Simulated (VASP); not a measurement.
Input of a VASP 6.6.1 run:

INCAR

```
PREC = Accurate
ENCUT = 520
EDIFF = 1E-7
ISMEAR = 1
SIGMA = 0.1
LREAL = F
LASPH = T
NELM = 80
ALGO = Normal
ISIF = 2
LWAVE = F
LCHARG = F
GGA = PS
NBANDS = 30
```

The input KPOINTS:

```
Automatic mesh
0
Gamma
  7 7 7
```

File POSCAR:

```
Cu3Pt
1.0
    3.7100000000      0.0000000000      0.0000000000
    0.0000000000      3.7100000000      0.0000000000
    0.0000000000      0.0000000000      3.7100000000
Cu Pt
3 1
Direct
    0.0000000000      0.5000000000      0.5000000000
    0.5000000000      0.0000000000      0.5000000000
    0.5000000000      0.5000000000      0.0000000000
    0.0000000000      0.0000000000      0.0000000000
```

Potentials or basis: VASP PAW PBE potentials, release 64 (Cu, Pt).

Command:

```console
$ cat potpaw_PBE.64/Cu/POTCAR potpaw_PBE.64/Pt/POTCAR > POTCAR
$ mpirun -np 1 vasp_std > vasp.out
```

Question: What does it give for the pressure?

Answer: -5.7 GPa.

Caveat: the PAW data sets were made with another functional, which shifts forces and pressure a little.
